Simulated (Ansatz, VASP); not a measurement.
# HgTe: VASP beside Ansatz

INCAR

```
SYSTEM = HgTe
  ALGO = Normal
  EDIFF = 1E-6
  ENCUT = 520
  GGA = PE
  GGA_COMPAT = .False.
  ISIF = 2
  ISMEAR = -1
  LASPH = .True.
  LCHARG = .False.
  LORBIT = 11
  LORBMOM = .True.
  LREAL = .False.
  LSORBIT = .True.
  LWAVE = .False.
  MAGMOM = 0 0 0 0 0 0
  NBANDS = 30
  NELM = 150
  PREC = Accurate
  SIGMA = 0.05
```

The input KPOINTS:

```
k-points
0
Gamma
  7 7 7
  0 0 0
```

Contents of POSCAR:

```
HgTe
1.0
    0.0000000000      3.2145000000      3.2145000000
    3.2145000000      0.0000000000      3.2145000000
    3.2145000000      3.2145000000      0.0000000000
Hg Te
1 1
Direct
    0.0000000000      0.0000000000      0.0000000000
    0.7500000000      0.7500000000      0.7500000000
```

The input input.yaml:

```yaml
crystal:
  lattice:
    - [0.0, 3.2145, 3.2145]
    - [3.2145, 0.0, 3.2145]
    - [3.2145, 3.2145, 0.0]
  atoms:
    - { symbol: Hg, position: [0.0, 0.0, 0.0] }
    - { symbol: Te, position: [0.75, 0.75, 0.75] }
hamiltonian:
  xc: pbe
  pseudopotentials: { kind: paw_fr }
magnetization:
  noncollinear: true
  spin_orbit: true
kpoints:
  mp_grid: { grid: [7, 7, 7] }
  band_path:
    path:
      - [[0.0, 0.0, 0.0], [0.5, 0.0, 0.5], [0.5, 0.25, 0.75], [0.375, 0.375, 0.75], [0.0, 0.0, 0.0], [0.5, 0.5, 0.5], [0.625, 0.25, 0.625], [0.5, 0.25, 0.75], [0.5, 0.5, 0.5], [0.375, 0.375, 0.75]]
      - [[0.625, 0.25, 0.625], [0.5, 0.0, 0.5]]
    npoints: 14
scf:
  occupations: { method: fermi_dirac, width: 0.05 }
  n_extra_bands: 6
output:
  forces: true
  stress: true
  eigenvalues: true
  fatbands: false
```

Alike in both runs: functional PBE; k mesh 7 × 7 × 7; occupations fermi-dirac, width 0.05 eV; non-collinear spin, spin-orbit coupling.

|  | VASP | Ansatz |
| --- | --- | --- |
| version | VASP 6.6.1 | Ansatz 0.2.0 |
| potentials or method | VASP PAW PBE potentials, release 64 (Hg, Te) | Ansatz PAW |
| plane-wave cutoff (eV) | 520 | 420 |
| valence electrons in the cell | 18 | 36 |
| task | single point | band structure |

|  | VASP | Ansatz | Ansatz less VASP |
| --- | --- | --- | --- |
| pressure (GPa) | 4.4 | 4.1 | -0.27 |

VASP's potentials hold 18 valence electrons a cell and Ansatz's 36, so a difference there can come from the potentials and not from the codes.
